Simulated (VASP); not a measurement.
# Ho2O (P-6m2) in VASP: relaxation of cell and atoms with PBE

Aim: the relaxation of cell and atoms of Ho2O with PBE.

Program: VASP 6.6.1. These are calculated values, not measurements. Logs are shortened: lines on timing, memory, paths and dates and some standing lists are left out, and cuts for length are marked.

## 1. The cell of the first run

The structure is hexagonal, space group P-6m2 (No. 187). The conventional cell has a = 3.540 Å, b = 3.540 Å, c = 5.948 Å, α = 90.00°, β = 90.00°, γ = 120.00°. Within 3.4 Å of Ho (site symmetry 3m) lie 3 O at 2.55 Å and 2 Ho at 2.90 to 3.05 Å. O (site symmetry -6m2) has 6 Ho at 2.55 Å within 3.4 Å.

The cell was built from a structure type or drawn by symmetry, and may not be a known phase.

## 2. Relaxation of cell and atoms, PBE

File INCAR:

```
SYSTEM = Ho2O
PREC = Accurate ; ENCUT = 600
EDIFF = 1E-7 ; ISMEAR = 0
SIGMA = 0.2 ; LREAL = .False.
LASPH = .True. ; NELM = 200
ALGO = Normal ; ISIF = 3
LWAVE = .False. ; LCHARG = .False.
GGA = PE ; IBRION = 2
NSW = 36 ; EDIFFG = -0.08
GGA_COMPAT = .False. ; NELMIN = 4
LMAXMIX = 6
```

File KPOINTS:

```
Automatic mesh
0
Gamma
  6 6 4
  0 0 0
```

File POSCAR:

```
Ho2O
1.0
    3.5403557400      0.0000000000      0.0000000000
   -1.7701778700      3.0660380100      0.0000000000
    0.0000000000      0.0000000000      5.9475345200
Ho O
2 1
Direct
    0.3333333300      0.6666666700      0.7435354300
    0.3333333300      0.6666666700      0.2564645700
    0.0000000000      0.0000000000      0.0000000000
```

Potentials or basis: VASP PAW PBE potentials, release 64 (Ho_3, O), 4f in core.

Started as:

```bash
$ cat potpaw_PBE.64/Ho_3/POTCAR potpaw_PBE.64/O/POTCAR > POTCAR
$ mpirun -np 1 vasp_std > vasp.out
```

OUTCAR:

```text
SYSTEM = Ho2O
   PREC = Accurate
   ENCUT = 600
   EDIFF = 1E-7
   ISMEAR = 0
   LREAL = .False.
   LASPH = .True.
   NELM = 200
   ISIF = 3
   GGA = PE
   IBRION = 2
   NSW = 36
   EDIFFG = -0.08
   NELMIN = 4

 ion  position               nearest neighbor table
   1  0.333  0.667  0.744-   3 2.55   3 2.55   3 2.55   2 2.90   2 3.05
   2  0.333  0.667  0.256-   3 2.55   3 2.55   3 2.55   1 2.90   1 3.05
   3  0.000  0.000  0.000-   1 2.55   2 2.55   1 2.55   2 2.55   1 2.55   2 2.55

  LATTYP: Found a hexagonal cell.
 ALAT       =     3.5403557400
 C/A-ratio  =     1.6799256789

  Lattice vectors:

 A1 = (   3.5403557400,   0.0000000000,   0.0000000000)
 A2 = (  -1.7701778700,   3.0660380100,   0.0000000000)
 A3 = (   0.0000000000,   0.0000000000,   5.9475345200)

Analysis of symmetry for initial positions (statically):
=====================================================================
 Subroutine PRICEL returns:
 Original cell was already a primitive cell.

 Routine SETGRP: Setting up the symmetry group for a
 hexagonal supercell.

 Subroutine GETGRP returns: Found 12 space group operations
 (whereof 12 operations were pure point group operations)
 out of a pool of 24 trial point group operations.

The static configuration has the point symmetry D_3h.

Analysis of symmetry for dynamics (positions and initial velocities):
=====================================================================
 Subroutine PRICEL returns:
 Original cell was already a primitive cell.

 Routine SETGRP: Setting up the symmetry group for a
 hexagonal supercell.

 Subroutine GETGRP returns: Found 12 space group operations
 (whereof 12 operations were pure point group operations)
 out of a pool of 24 trial point group operations.

The dynamic configuration has the point symmetry D_3h.

 Subroutine INISYM returns: Found 12 space group operations
 (whereof 12 operations are pure point group operations),
 and found     1 'primitive' translations

----------------------------------------------------------------------------------------

                                     Primitive cell

  volume of cell :      64.5597

  direct lattice vectors                    reciprocal lattice vectors
     3.540355740  0.000000000  0.000000000     0.282457491  0.163076908  0.000000000
    -1.770177870  3.066038010  0.000000000     0.000000000  0.326153817  0.000000000
     0.000000000  0.000000000  5.947534520     0.000000000  0.000000000  0.168136897

  length of vectors
     3.540355740  3.540355741  5.947534520     0.326153817  0.326153817  0.168136897

  position of ions in fractional coordinates (direct lattice)
     0.333333330  0.666666670  0.743535430
     0.333333330  0.666666670  0.256464570
     0.000000000  0.000000000  0.000000000

  ion indices of the primitive-cell ions
   primitive index   ion index
                 1           1
                 2           2
                 3           3

----------------------------------------------------------------------------------------

 KPOINTS: Automatic mesh

Automatic generation of k-mesh.
 Grid dimensions read from file:
 generate k-points for:    6    6    4

 Generating k-lattice:

  Cartesian coordinates                     Fractional coordinates (reciprocal lattice)
     0.047076249  0.027179485  0.000000000     0.166666667 -0.000000000  0.000000000
     0.000000000  0.054358969  0.000000000     0.000000000  0.166666667  0.000000000
     0.000000000  0.000000000  0.042034224     0.000000000  0.000000000  0.250000000

  Length of vectors
     0.054358970  0.054358969  0.042034224

  Shift w.r.t. Gamma in fractional coordinates (k-lattice)
     0.000000000  0.000000000  0.000000000

 Subroutine IBZKPT returns following result:
 ===========================================

 Found     21 irreducible k-points:

 Following reciprocal coordinates:
            Coordinates               Weight
  0.000000  0.000000  0.000000      1.000000
  0.166667  0.000000  0.000000      6.000000
  0.333333  0.000000  0.000000      6.000000
  0.500000  0.000000  0.000000      3.000000
  0.166667  0.166667  0.000000      6.000000
  0.333333  0.166667  0.000000     12.000000
[... 13 lines left out ...]
  0.333333  0.166667  0.500000     12.000000
  0.333333  0.333333  0.500000      2.000000
   k-points           NKPTS =     21   k-points in BZ     NKDIM =     21   number of bands    NBANDS=     16
   number of dos      NEDOS =    301   number of ions     NIONS =      3
   total plane-waves  NPLWV =  37632
   dimension x,y,z NGX =    28 NGY =   28 NGZ =   48
   dimension x,y,z NGXF=    56 NGYF=   56 NGZF=   96
   ions per type =               2   1
   NGX,Y,Z   is equivalent  to a cutoff of  13.15, 13.15, 13.42 a.u.
   NGXF,Y,Z  is equivalent  to a cutoff of  26.30, 26.30, 26.83 a.u.
 SYSTEM =  Ho2O
   PREC   = accura    normal or accurate (medium, high low for compatibility)
   ISTART =      0    job   : 0-new  1-cont  2-samecut
   ICHARG =      2    charge: 1-file 2-atom 10-const
   ISPIN  =      1    spin polarized calculation?
   LNONCOLLINEAR =      F non collinear calculations
   LSORBIT =      F    spin-orbit coupling
   LASPH  =      T    aspherical Exc in radial PAW
   ENCUT  =  600.0 eV  44.10 Ry    6.64 a.u.   7.07  7.07 11.88*2*pi/ulx,y,z
   NELM   =    200;   NELMIN=  4; NELMDL= -5     # of ELM steps
   EDIFF  = 0.1E-06   stopping-criterion for ELM
   LREAL  =      F    real-space projection
   EDIFFG = -.8E-01   stopping-criterion for IOM
   NSW    =     36    number of steps for IOM
   IBRION =      2    ionic relax: 0-MD 1-quasi-New 2-CG
   NFREE  =      1    steps in history (QN), initial steepest desc. (CG)
   ISIF   =      3    stress and relaxation
   ISYM   =      2    0-nonsym 1-usesym 2-fastsym
   POTIM  = 0.5000    time-step for ionic-motion
   TEBEG  =    0.0;   TEEND  =   0.0 temperature during run
   PSTRESS=    0.0 pullay stress
   NELECT =      24.0000    total number of electrons
   NUPDOWN=      -1.0000    fix difference up-down
   EMIN   =  10.00;   EMAX   =-10.00  energy-range for DOS
   EFERMI =   0.00;   METHOD = LEGACY
   ISMEAR =     0;   SIGMA  =   0.20  broadening in eV -4-tet -1-fermi 0-gaus
   EFERMI_NEDOS =   21; number of points for ismear=-14 and -15
   IALGO  =     38    algorithm
   IMIX   =      4    mixing-type and parameters
     AMIX     =   0.40;   BMIX     =  1.00
     AMIX_MAG =   1.60;   BMIX_MAG =  1.00
  volume/ion in A,a.u.               =      21.52       145.22
  Fermi-wavevector in a.u.,A,eV,Ry     =   1.177131  2.224455 18.852739  1.385637
  Thomas-Fermi vector in A             =   2.313483
   LORBIT       =      0    0 simple, 1 ext, 2 COOP (PROOUT), +10 PAW based schemes
   GGA     = PE    functional components
   LHFCALC =     F    Hartree Fock is set to
   AEXX    =    0.0000 exact exchange contribution
   IVDW    =     0    specifies the selected vdW correction
   LEPSILON=     F    determine dielectric tensor
   LRPA    =     F    only Hartree local field effects (RPA)
 conjugate gradient relaxation of ions
 non-spin polarized calculation
 Gauss-broadening in eV      SIGMA  =   0.20
  energy-cutoff  :      600.00
  volume of cell :       64.56
 maximum number of plane-waves:      2176
   NGX = 15   NGY = 15   NGZ = 23

--------------------------------------- Ionic step        1  -------------------------------------------

 number of electron      23.9999998 magnetization

 Free energy of the ion-electron system (eV)
  ---------------------------------------------------
  ext. energy  EPLUGINS =         0.00000000
  ---------------------------------------------------
  free energy    TOTEN  =       -18.03664076 eV

  energy without entropy =      -17.98693699  energy(sigma->0) =      -18.01178887

------------------------ aborting loop because EDIFF is reached ----------------------------------------

  FORCE on cell =-STRESS in cart. coord.  units (eV):
  Direction    XX          YY          ZZ          XY          YZ          ZX
  --------------------------------------------------------------------------------------
  -------------------------------------------------------------------------------------
  Total       -3.8591949     -3.8591949      0.8851995     -0.0000000      0.0000000      0.0000000
  in kB      -95.7736158    -95.7736159     21.9679904     -0.0000000      0.0000000      0.0000000
  external PRESSURE =     -56.5264138 kB  Pullay stress =       0.0000000 kB

 VOLUME and BASIS-vectors are now :
 -----------------------------------------------------------------------------
  energy-cutoff  :      600.00
  volume of cell :       64.56
      direct lattice vectors                 reciprocal lattice vectors
     3.540355740  0.000000000  0.000000000     0.282457491  0.163076908  0.000000000
    -1.770177870  3.066038010  0.000000000     0.000000000  0.326153817  0.000000000
     0.000000000  0.000000000  5.947534520     0.000000000  0.000000000  0.168136897

 POSITION                                       TOTAL-FORCE (eV/Angst)
 -----------------------------------------------------------------------------------
     -0.00000      2.04403      4.42220        -0.000000     -0.000000      1.141173
     -0.00000      2.04403      1.52533        -0.000000      0.000000     -1.141173
      0.00000      0.00000      0.00000         0.000000     -0.000000      0.000000
 -----------------------------------------------------------------------------------
    total drift:                                0.000004     -0.000002      0.000000

  FREE ENERGIE OF THE ION-ELECTRON SYSTEM (eV)
  ---------------------------------------------------
  free  energy   TOTEN  =       -18.0366407591 eV
[... 128 lines left out ...]
 VOLUME and BASIS-vectors are now :
 -----------------------------------------------------------------------------
  energy-cutoff  :      600.00
  volume of cell :       59.17
      direct lattice vectors                 reciprocal lattice vectors
     3.307956719 -0.000000000  0.000000000     0.302301416  0.174533804  0.000000000
    -1.653978359  2.864774554 -0.000000000     0.000000000  0.349067608  0.000000000
    -0.000000000 -0.000000000  6.244199180     0.000000000  0.000000000  0.160148639

 POSITION                                       TOTAL-FORCE (eV/Angst)
 -----------------------------------------------------------------------------------
     -0.00000      1.90985      4.68830         0.000000      0.000000     -0.014261
     -0.00000      1.90985      1.55590        -0.000000     -0.000000      0.014261
      0.00000     -0.00000      0.00000         0.000000     -0.000000      0.000000
 -----------------------------------------------------------------------------------
    total drift:                                0.000003     -0.000002      0.000000

  FREE ENERGIE OF THE ION-ELECTRON SYSTEM (eV)
  ---------------------------------------------------
  free  energy   TOTEN  =       -18.3854747548 eV

  energy  without entropy=      -18.3367129580  energy(sigma->0) =      -18.36109386

--------------------------------------- Ionic step        6  -------------------------------------------

 number of electron      24.0000003 magnetization

 Free energy of the ion-electron system (eV)
  ---------------------------------------------------
  ext. energy  EPLUGINS =         0.00000000
  ---------------------------------------------------
  free energy    TOTEN  =       -18.38618261 eV

  energy without entropy =      -18.33828444  energy(sigma->0) =      -18.36223353

 E-fermi :   4.3438     XC(G=0): -10.6589

 val. band max:        4.2701953268   @ k =   0.3333   0.1667   0.5000
 cond. band min:       4.3607384498   @ k =   0.1667   0.1667   0.2500
 fundamental gap:      0.0905431229
 Fermi energy:         4.3437619842

 k-point     1 :       0.0000    0.0000    0.0000
  band No.  band energies     occupation
      1     -20.7837      2.00000
      2     -19.5337      2.00000
      3     -19.5293      2.00000
      4     -19.5293      2.00000
      5     -19.4271      2.00000
      6     -19.4271      2.00000
[... 8 lines left out ...]
     15       6.6604      0.00000
     16       6.7387      0.00000

 k-point     2 :       0.1667    0.0000    0.0000
  band No.  band energies     occupation
      1     -20.7074      2.00000
      2     -19.8029      2.00000
      3     -19.6493      2.00000
      4     -19.5823      2.00000
      5     -19.5035      2.00000
      6     -19.4754      2.00000
[... 8 lines left out ...]
     15       6.7478      0.00000
     16       7.0124      0.00000
[... 372 lines left out ...]
 VOLUME and BASIS-vectors are now :
 -----------------------------------------------------------------------------
  energy-cutoff  :      600.00
  volume of cell :       59.83
      direct lattice vectors                 reciprocal lattice vectors
     3.324241929 -0.000000000  0.000000000     0.300820464  0.173678776 -0.000000000
    -1.662120965  2.878877960 -0.000000000     0.000000000  0.347357552 -0.000000000
    -0.000000000  0.000000000  6.252268015    -0.000000000  0.000000000  0.159941960

 POSITION                                       TOTAL-FORCE (eV/Angst)
 -----------------------------------------------------------------------------------
     -0.00000      1.91925      4.69391        -0.000000      0.000000      0.044634
     -0.00000      1.91925      1.55836         0.000000     -0.000000     -0.044634
     -1.66212      2.87888      6.25227         0.000000     -0.000000      0.000000
 -----------------------------------------------------------------------------------
    total drift:                                0.000003     -0.000002      0.000000

  FREE ENERGIE OF THE ION-ELECTRON SYSTEM (eV)
  ---------------------------------------------------
  free  energy   TOTEN  =       -18.3861826118 eV

  energy  without entropy=      -18.3382844412  energy(sigma->0) =      -18.36223353

 reached required accuracy - stopping structural energy minimisation
```

Wall time 1.8 min (1 thread of Intel Xeon Platinum 8488C (Sapphire Rapids), shared host); peak memory 0.21 GiB.

What came out:

| Item | Value |
| --- | --- |
| Free energy | -18.3862 eV |
| Relaxed volume | 19.94 Å³/atom |
| Relaxed cell | a = 3.324 Å, b = 3.324 Å, c = 6.252 Å, α = 90.00°, β = 90.00°, γ = 120.00° |
| Space group after relaxing (to 0.1 Å) | P-6m2 (No. 187) |
| Energy gained by relaxing | 116.5 meV/atom |
| Ionic steps | 6 |
| Pressure after relaxing | -0.3 GPa |
| Largest force after relaxing | 0.045 eV/Å |
| Band gap on the k mesh | zero (bands 12 and 13 overlap by 0.46 eV) |

Forces in eV/Å, atoms in the order of the input:
```
Ho   0.000  0.000  0.045
Ho   0.000  0.000 -0.045
O    0.000  0.000  0.000
```

The path:
```
step  energy change (eV)  largest force (eV/Å)  pressure (GPa)  volume (Å³)
   1              0.0000                1.1412           -5.65        64.56
   2             -0.2985                0.5170            3.41        57.60
   3             -0.3027                0.3597            2.19        58.26
   4             -0.3482                0.0273            0.55        59.29
   5             -0.3488                0.0143            0.68        59.17
   6             -0.3495                0.0446           -0.27        59.83
```

Final structure:
```
Ho O
1.0
     3.32424    0.00000    0.00000
    -1.66212    2.87888    0.00000
     0.00000    0.00000    6.25227
Ho O
2 1
Direct
  0.33333 0.66667 0.75075
  0.33333 0.66667 0.24925
  0.00000 0.00000 0.00000
```

Caveat: spin-orbit coupling is left out, which moves the levels of the heavy elements; the 4f electrons are frozen in the core, so they carry no moment and show no levels; the run has no spin polarisation, though such a crystal can be magnetic; the relaxation stopped at a loose force limit of 0.08 eV/Å, so its end isn't a converged minimum. With open d or f shells a metallic result of PBE can be an artefact of self-interaction; +U or a hybrid may open a gap.
